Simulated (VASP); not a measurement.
Write the native input for VASP 6.6.1 that does the following.

```yaml
Task: single point
Functional: PBEsol
Potentials_or_basis: VASP PAW PBE potentials, release 64 (Mn_pv)
Cutoff: 520 eV
k_mesh: 15 × 15 × 12
Occupations: gaussian, width 0.1 eV
Spin: no spin polarisation
Dipole_correction: no
Further_INCAR_settings: ALGO = Fast; EDIFF = 1e-06; NBANDS = 34
```

The structure of Mn lies in POSCAR:

```
Mn
1.0
    3.6627655907      0.0000000000      0.0000000000
   -1.8313827954      3.1720480496      0.0000000000
    0.0000000000      0.0000000000      4.2667030535
Mn
4
Direct
    0.0000000000      0.0000000000      0.2500000000
    0.0000000000      0.0000000000      0.7500000000
    0.3333333333      0.6666666667      0.7500000000
    0.6666666667      0.3333333333      0.2500000000
```

This isn't the form of Mn at room conditions, which is a 58-atom cubic cell.

One way to write it, as run:

INCAR

```
ALGO = Fast ; EDIFF = 1E-6
ENCUT = 520 ; GGA = PS
ISIF = 2 ; ISMEAR = 0
LASPH = True ; LCHARG = False
LREAL = False ; LWAVE = False
NBANDS = 34 ; NELM = 80
PREC = Accurate ; SIGMA = 0.1
```

KPOINTS

```
k-points
0
Gamma
  15 15 12
```

Potentials or basis: VASP PAW PBE potentials, release 64 (Mn_pv).

Run with:

```bash
$ cat potpaw_PBE.64/Mn_pv/POTCAR > POTCAR
$ mpirun -np 1 vasp_std > vasp.out
```

It gave:

The pressure is 0.8 GPa. The band gap on the k mesh is zero (bands 26 and 27 overlap by 1.09 eV).

Caveat: the PAW data sets were made with another functional, which shifts forces and pressure a little; the run has no spin polarisation, though such a crystal can be magnetic.

Run time: 7.6 min on 1 thread of Intel Xeon 8259CL, on a shared host, peak memory 0.33 GiB.
